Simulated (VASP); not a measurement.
Rb, 2 atoms in the cell. Symmetry: Fd-3m, No. 227, cubic system. The conventional cell has a = 9.408 Å, b = 9.408 Å, c = 9.408 Å, α = 90.00°, β = 90.00°, γ = 90.00°. Within 5.3 Å of Rb (site symmetry -43m) lie 4 Rb at 4.07 Å. This isn't the form of Rb at room conditions, which is bcc.

```yaml
Program: VASP 6.6.1
Task: single point
Functional: PBEsol
Potentials_or_basis: VASP PAW PBE potentials, release 64 (Rb_sv)
Cutoff: 520 eV
k_mesh: 8 × 8 × 8
Occupations: fermi-dirac, width 0.05 eV
Spin: no spin polarisation
Dipole_correction: no
Further_INCAR_settings: ALGO = Normal; EDIFF = 1e-06; NBANDS = 16
```

Potentials or basis: VASP PAW PBE potentials, release 64 (Rb_sv).

Command:

```bash
$ cat potpaw_PBE.64/Rb_sv/POTCAR > POTCAR
$ mpirun -np 1 vasp_std > vasp.out
```

Hardware: 1 thread of AMD EPYC 9R14 (Zen 4) (shared host).

Problem. Estimate the wall time of this run.

Solution. Wall time 100 s on 1 thread of AMD EPYC 9R14 (Zen 4), with other jobs on the host, peak memory 0.33 GiB. Counts: scf iterations 11, k points 29.
